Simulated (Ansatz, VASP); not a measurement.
# Two plane-wave programs on MgCd2S3

```
CELL_PARAMETERS angstrom
4.13921 0.00000 0.00000
-2.06961 3.58466 0.00000
0.00000 0.00000 10.12069
ATOMIC_POSITIONS crystal
Mg 0.00000 0.00000 0.33126
Cd 0.33333 0.66667 0.00527
Cd 0.66667 0.33333 0.66333
S 0.66667 0.33333 0.91641
S 0.00000 0.00000 0.57478
S 0.33333 0.66667 0.25895
```

Alike in both runs: task relaxation of cell and atoms; functional PBE; k mesh 12 × 12 × 4; occupations gaussian, width 0.02 eV; no spin polarisation.

```csv
,VASP,Ansatz
version,VASP 6.6.1,Ansatz 0.2.0
potentials or method,"VASP PAW PBE potentials, release 64 (Mg, Cd, S), cutoff 600 eV","scalar-relativistic, plane waves, PAW"
valence electrons in the cell,44,68
```

Ansatz gave:

- gap on the k mesh at the Fermi level, each at its own relaxed structure (eV): 1.53
- relaxed volume (Å³/atom): 25.03
- relaxed length of the cell vector where the two differ most in proportion (Å): 10.121

What did VASP give for the same quantities?

gap on the k mesh at the Fermi level, each at its own relaxed structure (eV): 1.52; relaxed volume (Å³/atom): 25.09; relaxed length of the cell vector where the two differ most in proportion (Å): 10.131.

VASP's potentials hold 44 valence electrons a cell and Ansatz's 68, so a difference there can come from the potentials and not from the codes.
